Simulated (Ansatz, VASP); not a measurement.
# N: VASP beside Ansatz

The input INCAR:

```
  ALGO = Normal
  EDIFF = 1E-6
  ENCUT = 600
  GGA = PS
  GGA_COMPAT = False
  ISIF = 2
  ISMEAR = -1
  LASPH = True
  LCHARG = False
  LREAL = False
  LWAVE = False
  NBANDS = 12
  NELM = 120
  PREC = Accurate
  SIGMA = 0.1
```

KPOINTS

```
k-points
0
Gamma
  12 12 11
```

File POSCAR:

```
N
1.0
    2.5194737900      0.0000000000      0.0000000000
   -1.2597368950      2.1819283063      0.0000000000
    0.0000000000      0.0000000000      2.4460020000
N
2
Direct
    0.3333333333      0.6666666667      0.7500000000
    0.6666666667      0.3333333333      0.2500000000
```

File input.yaml:

```yaml
crystal:
  lattice: { a: 2.51947379, b: 2.51947379, c: 2.446002, alpha: 90.0, beta: 90.0, gamma: 120.0 }
  space_group: 194
  reduce_to_primitive: true
  atoms:
    - { symbol: "N", wyckoff: "2d", position: [0.3333333333, 0.6666666667, 0.75] }
hamiltonian:
  xc: pbesol
  pseudopotentials: { kind: paw, source: jth, xc_functional: pbe }
kpoints:
  mp_grid: { grid: [12, 12, 11] }
scf:
  occupations: { method: fermi_dirac, width: 0.1 }
  n_extra_bands: 6
output:
  forces: true
  stress: true
  eigenvalues: true
  dos: { projected: true, de: 0.05, nscf_kmesh: { grid: [18, 18, 17] } }
```

Alike in both runs: functional PBEsol; k mesh 12 × 12 × 11; occupations fermi-dirac, width 0.1 eV; no spin polarisation.

```csv
,VASP,Ansatz
version,VASP 6.6.1,Ansatz 0.2.0
potentials or method,"VASP PAW PBE potentials, release 64 (N)",JTH PAW
plane-wave cutoff (eV),600,1320
valence electrons in the cell,10,10
task,single point,projected density of states
```

```tsv
	VASP	Ansatz	Ansatz less VASP
gap on the k mesh at the Fermi level (eV)	none	none	-
pressure (GPa)	-1.1	-1.2	-0.09
traceless stress, the component that is largest in VASP (GPa)	-8.31	-8.47	-0.156
```

VASP's potentials were made for PBE, not for PBEsol. A gap of «none» marks a metal or a gap that the smearing closes. With one functional, cell and mesh, what is left measures potentials, basis and numerics.
